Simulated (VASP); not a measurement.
# Ti: single point with LDA

The system is Ti.

```
Ti
1.0
     2.98387    0.00000    0.00000
    -1.49193    2.58410    0.00000
     0.00000    0.00000    4.71695
Ti
2
Direct
  0.33333 0.66667 0.25000
  0.66667 0.33333 0.75000
```

This cell differs from its parent crystal: volume scaled by 1.05.

```json
{
  "Program": "VASP 6.6.1",
  "Task": "single point",
  "Functional": "LDA",
  "Potentials or basis": "VASP PAW LDA potentials, release 64 (Ti_sv)",
  "Cutoff": "520 eV",
  "k mesh": "13 × 13 × 7",
  "Occupations": "fermi-dirac, width 0.05 eV",
  "Spin": "no spin polarisation"
}
```

```
Pressure               : -12.4 GPa
Band gap on the k mesh : zero (band 12 reaches 8.33 eV, above the bottom of band 13 at 7.30 eV)
```

Stress tensor (GPa, compression positive):
```
-12.35   0.00   0.00
  0.00 -12.35   0.00
  0.00   0.00 -12.51
```

Levels at points of the mesh, in eV from the Fermi level:
```
           k point  band 8  band 9  band 10  band 11  band 12  band 13  band 14  band 15  band 16  band 17
(0.00, 0.00, 0.00)  -32.50   -6.02    -2.57     0.72     0.72     0.78     0.84     1.18     1.18     1.49
```

It took 19 s on 1 thread of Intel(R) Xeon(R) Platinum 8559C (Emerald Rapids), on a shared host, peak memory 0.16 GiB.
